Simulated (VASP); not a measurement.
MgTi2N3:

```
Mg Ti N
1.0
     3.13210    0.00000    0.00000
    -1.56605    2.71248    0.00000
     0.00000    0.00000    7.99522
Mg Ti N
1 2 3
Cartesian
  0.0000 0.0000 3.9976
  0.0000 1.8083 1.3168
  1.5660 0.9042 6.6784
  0.0000 1.8083 5.3168
  1.5660 0.9042 2.6784
  0.0000 0.0000 0.0000
```

The cell was generated, and may not be a known phase.

| Quantity | Value |
| --- | --- |
| Program | VASP 6.6.1 |
| Task | relaxation of cell and atoms |
| Functional | PBE |
| Potentials or basis | VASP PAW PBE potentials, release 64 (Mg, Ti_sv, N) |
| Cutoff | 600 eV |
| k mesh | 6 × 6 × 2 |
| Occupations | gaussian, width 0.2 eV |
| Spin | collinear spin |
| Starting moments | [0.0, 1.0, 1.0, 0.0, 0.0, 0.0] μB |

At the start: pressure -26.4 GPa; volume 11.32 Å³/atom.

Q: How do energy, volume and symmetry change on relaxing?

A: Over 10 steps the energy falls by 217.6 meV/atom and the volume is 9.77 Å³/atom (-13.7 %); space group P-3m1 (No. 164, to 0.1 Å) before and after; moment 0.00 μB per cell.

Step by step:
```csv
step,energy change (eV),largest force (eV/Å),pressure (GPa),volume (Å³)
1,0.0000,2.6689,-26.43,67.93
2,-0.2904,1.8248,44.35,51.13
3,-1.2527,0.9511,1.16,58.06
4,-1.2543,0.8702,2.42,57.78
5,-1.2539,0.8125,3.29,57.59
6,-1.2934,0.5251,0.97,58.46
7,-1.2940,0.4645,1.15,58.37
8,-1.3031,0.1367,-1.42,59.06
9,-1.3036,0.1150,-1.01,58.94
10,-1.3054,0.0613,0.42,58.64
```

Final structure:
```yaml
crystal:
  lattice:
    - [3.01129, 0.00000, 0.00000]
    - [-1.50564, 2.60785, 0.00000]
    - [0.00000, 0.00000, 7.46717]
  atoms:
    - { symbol: Mg, position: [0.00000, 0.00000, 0.50000] }
    - { symbol: Ti, position: [0.33333, 0.66667, 0.16641] }
    - { symbol: Ti, position: [0.66667, 0.33333, 0.83359] }
    - { symbol: N, position: [0.33333, 0.66667, 0.68038] }
    - { symbol: N, position: [0.66667, 0.33333, 0.31962] }
    - { symbol: N, position: [0.00000, 0.00000, 0.00000] }
```

Caveat: the k points lie up to 0.42 Å⁻¹ apart in the final cell; the relaxation stopped at a loose force limit of 0.08 eV/Å, so its end isn't a converged minimum.
